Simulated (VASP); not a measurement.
A run of VASP 6.6.1:

INCAR

```
PREC = Accurate ; ENCUT = 520
EDIFF = 1E-7 ; ISMEAR = -1
SIGMA = 0.15 ; LREAL = False
LASPH = True ; NELM = 100
ALGO = Normal ; ISIF = 2
LWAVE = False ; LCHARG = False
GGA = B5 ; ALDAX = 1.0
AGGAX = 1.0 ; AGGAC = 1.0
ALDAC = 0.0 ; NBANDS = 33
```

KPOINTS

```
Automatic mesh
0
Gamma
  7 7 5
```

POSCAR

```
CuSn
1.0
    4.1900000000      0.0000000000      0.0000000000
   -2.0950000000      3.6286464400      0.0000000000
    0.0000000000      0.0000000000      5.0860000000
Cu Sn
2 2
Direct
    0.0000000000      0.0000000000      0.0000000000
    0.0000000000      0.0000000000      0.5000000000
    0.3333333300      0.6666666700      0.2500000000
    0.6666666700      0.3333333300      0.7500000000
```

Potentials or basis: VASP PAW PBE potentials, release 64 (Cu, Sn_d).

Launch:

```sh
$ cat potpaw_PBE.64/Cu/POTCAR potpaw_PBE.64/Sn_d/POTCAR > POTCAR
$ mpirun -np 1 vasp_std > vasp.out
```

Hardware: 1 thread of Intel Xeon 8259CL, with other jobs on the host.

Q: Estimate the wall time of this run.

A: Run time: 110 s on 1 thread of Intel Xeon 8259CL, with other jobs on the host, peak memory 0.22 GiB. Counts: scf iterations 16, k points 24.
